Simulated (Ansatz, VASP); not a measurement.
GaAs in VASP and in Ansatz

```xyz
2
Lattice="0.0000 2.8727 2.8727 2.8727 0.0000 2.8727 2.8727 2.8727 0.0000" Properties=species:S:1:pos:R:3 pbc="T T T"
Ga    0.0000    0.0000    0.0000
As    1.4363    1.4363    1.4363
```

Alike in both runs: functional PBE; k mesh 12 × 12 × 12; occupations gaussian, width 0.02 eV; no spin polarisation.

Ansatz relaxed the structure, and its values are those at the end. VASP's run is a single point on that final structure, the one shown.

|  | VASP | Ansatz |
| --- | --- | --- |
| version | VASP 6.6.1 | Ansatz 0.2.0 |
| potentials or method | VASP PAW PBE potentials, release 64 (Ga_d, As), cutoff 520 eV | scalar-relativistic, plane waves, PAW |
| valence electrons in the cell | 18 | 28 |

|  | VASP | Ansatz | Ansatz less VASP |
| --- | --- | --- | --- |
| gap on the k mesh at the Fermi level (eV) | 0.16 | 0.16 | -0.003 |
| least direct gap on the mesh (eV) | 0.16 | 0.16 | -0.003 |
| pressure (GPa) | 0.2 | 0.0 | -0.17 |

The functional is the same, so the differences come from potentials, cutoffs and numerics. VASP's potentials hold 18 valence electrons a cell and Ansatz's 28, so a difference there can come from the potentials and not from the codes.
